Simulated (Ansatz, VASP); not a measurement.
C in VASP and in Ansatz

```
C
1.0
     0.00000    1.79127    1.79127
     1.78014    0.01113    1.78014
     1.78014    1.78014    0.01113
C
2
Direct
  0.50000 0.50000 0.50000
  0.75000 0.75000 0.75000
```

Change from the starting cell: strain +0.0125 x Voigt [0, 0, 0, 1, 0, 0], atoms carried along.

Alike in both runs: task single point; functional r2SCAN; k mesh 12 × 12 × 12; occupations gaussian, width 0.05 eV; no spin polarisation.

|  | VASP | Ansatz |
| --- | --- | --- |
| version | VASP 6.6.1 | Ansatz 0.2.0 |
| potentials or method | VASP PAW PBE potentials, release 64 (C_h), cutoff 910 eV | scalar-relativistic, plane waves, PAW |
| valence electrons in the cell | 8 | 8 |

|  | VASP | Ansatz | Ansatz less VASP |
| --- | --- | --- | --- |
| gap on the k mesh at the Fermi level (eV) | 4.37 | 4.37 | -0.002 |
| least direct gap on the mesh (eV) | 5.70 | 5.70 | +0.001 |
| rms of the force components (eV/Å) | 0.015 | 0.016 | +0.0008 |

VASP's potentials were made for PBE, not for r2SCAN. Atom by atom the forces differ by 0.001 eV/Å (rms over components). The functional is the same, so the differences come from potentials, cutoffs and numerics.

Noted on VASP's run: the cutoff is short for stress, so the pressure is rough.
